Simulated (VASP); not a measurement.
A run of VASP 6.6.1:

INCAR

```
PREC = Accurate
ENCUT = 520
EDIFF = 1E-7
ISMEAR = -1
SIGMA = 0.03
LREAL = False
LASPH = True
NELM = 100
ALGO = Normal
ISIF = 2
LWAVE = False
LCHARG = False
GGA = PS
NBANDS = 29
```

File KPOINTS:

```
regular mesh
0
Gamma
  6 6 6
```

The input POSCAR:

```
NaSnF3
1.0
    4.6209155540      0.0000000000      0.0000000000
    0.0000000000      4.6209155540      0.0000000000
    0.0000000000      0.0000000000      4.6209155540
Na Sn F
1 1 3
Direct
    0.0000000000      0.0000000000      0.0000000000
    0.5000000000      0.5000000000      0.5000000000
    0.5000000000      0.5000000000      0.0000000000
    0.5000000000      0.0000000000      0.5000000000
    0.0000000000      0.5000000000      0.5000000000
```

Potentials or basis: VASP PAW PBE potentials, release 64 (Na_pv, Sn_d, F).

Launch:

```bash
$ cat potpaw_PBE.64/Na_pv/POTCAR potpaw_PBE.64/Sn_d/POTCAR potpaw_PBE.64/F/POTCAR > POTCAR
$ mpirun -np 1 vasp_std > vasp.out
```

Hardware: 1 thread of AMD EPYC 7R13 Processor (Zen 3) (shared host).

Problem. How long does it take, and how much memory?

Solution. Wall time 37 s on 1 thread of AMD EPYC 7R13 Processor (Zen 3), with other jobs on the host, peak memory 0.2 GiB. Counts: scf iterations 14, k points 20.
